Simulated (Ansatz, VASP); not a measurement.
**One calculation of CsYPt2Se4, two programs**

```
Cs Y Pt Se
1.0
     5.04900    0.00000    0.00000
     0.00000    5.04900    0.00000
     0.00000    0.00000    9.60408
Cs Y Pt Se
1 1 2 4
Cartesian
  2.5245 2.5245 0.0000
  2.5245 2.5245 4.8020
  0.0000 0.0000 7.2031
  0.0000 0.0000 2.4010
  2.5245 0.0000 7.2031
  0.0000 2.5245 7.2031
  2.5245 0.0000 2.4010
  0.0000 2.5245 2.4010
```

Alike in both runs: task relaxation of cell and atoms; functional PBE; k mesh 4 × 4 × 2; occupations gaussian, width 0.1 eV; no spin polarisation.

```csv
,VASP,Ansatz
version,VASP 6.6.1,Ansatz 0.2.0
potentials or method,"VASP PAW PBE potentials, release 64 (Cs_sv, Y_sv, Pt, Se), cutoff 600 eV","scalar-relativistic, plane waves, PAW"
valence electrons in the cell,64,120
```

Ansatz gave:

| Item | Value |
| --- | --- |
| gap on the k mesh at the Fermi level, each at its own relaxed structure (eV) | none |
| relaxed volume (Å³/atom) | 28.36 |
| relaxed length of the cell vector where the two differ most in proportion (Å) | 9.297 |

Which values does VASP return?

gap on the k mesh at the Fermi level, each at its own relaxed structure (eV): none; relaxed volume (Å³/atom): 28.25; relaxed length of the cell vector where the two differ most in proportion (Å): 9.636.

A gap of «none» marks a metal or a gap that the smearing closes. VASP's potentials hold 64 valence electrons a cell and Ansatz's 120, so a difference there can come from the potentials and not from the codes.

Neither program's run includes spin-orbit coupling.
